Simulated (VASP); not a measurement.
Wanted: the native input for a VASP 6.6.1 run.

```yaml
Task: relaxation of cell and atoms
Functional: r2SCAN
Potentials_or_basis: VASP PAW PBE potentials, release 64 (Ni, Ge_d)
Cutoff: 600 eV
k_mesh: 6 × 6 × 6
Occupations: gaussian, width 0.1 eV
Spin: no spin polarisation
Dipole_correction: no
Further_INCAR_settings: ALGO = Normal; EDIFF = 1e-07; IBRION = 2; EDIFFG = -0.04; NSW = 90; ISIF = 3
```

NiGe:

```
Ni Ge
1.0
     0.00000    3.02977    3.02977
     3.02977    0.00000    3.02977
     3.02977    3.02977    0.00000
Ni Ge
2 2
Direct
  0.50000 0.50000 0.50000
  0.75000 0.75000 0.75000
  0.00000 0.00000 0.00000
  0.25000 0.25000 0.25000
```

These files were run (other wordings do the same):

POSCAR

```
NiGe
1.0
    0.0000000000      3.0297704298      3.0297704298
    3.0297704298      0.0000000000      3.0297704298
    3.0297704298      3.0297704298      0.0000000000
Ni Ge
2 2
Direct
    0.5000000000      0.5000000000      0.5000000000
    0.7500000000      0.7500000000      0.7500000000
    0.0000000000      0.0000000000      0.0000000000
    0.2500000000      0.2500000000      0.2500000000
```

INCAR.step1

```
  ALGO = Normal
  EDIFF = 1E-4
  ENCUT = 600
  GGA = PE
  ISMEAR = 0
  LASPH = T
  LCHARG = F
  LREAL = F
  LWAVE = T
  NELM = 80
  PREC = Accurate
  SIGMA = 0.1
```

INCAR.step2

```
  ALGO = Normal
  EDIFF = 1E-7
  EDIFFG = -0.04
  ENCUT = 600
  IBRION = 2
  ISIF = 3
  ISMEAR = 0
  ISTART = 1
  LASPH = T
  LCHARG = F
  LMIXTAU = T
  LREAL = F
  LWAVE = F
  METAGGA = R2SCAN
  NELM = 80
  NSW = 90
  PREC = Accurate
  SIGMA = 0.1
```

KPOINTS

```
k-points
0
Gamma
  6 6 6
```

Potentials or basis: VASP PAW PBE potentials, release 64 (Ni, Ge_d).

Command:

```console
$ cat potpaw_PBE.64/Ni/POTCAR potpaw_PBE.64/Ge_d/POTCAR > POTCAR
$ cp INCAR.step1 INCAR
$ mpirun -np 1 vasp_std > vasp.out
$ cp INCAR.step2 INCAR
$ mpirun -np 1 vasp_std > vasp.out
```

Results of the run:

```
Relaxed volume                         : 13.18 Å³/atom
Relaxed cell                           : a = 4.209 Å, b = 4.209 Å, c = 4.209 Å, α = 60.00°, β = 60.00°, γ = 60.00°
Space group after relaxing (to 0.05 Å) : Fd-3m (No. 227)
Energy gained by relaxing              : 15.5 meV/atom
Ionic steps                            : 3
Pressure after relaxing                : 0.0 GPa
Band gap on the k mesh                 : zero (band 24 reaches 9.95 eV, above the bottom of band 25 at 9.15 eV)
```

Caveat: the PAW data sets were made with another functional, which shifts forces and pressure a little.

Wall time 3.5 min on 1 thread of Intel(R) Xeon(R) 6975P-C (Granite Rapids), on a shared host, peak memory 0.24 GiB.
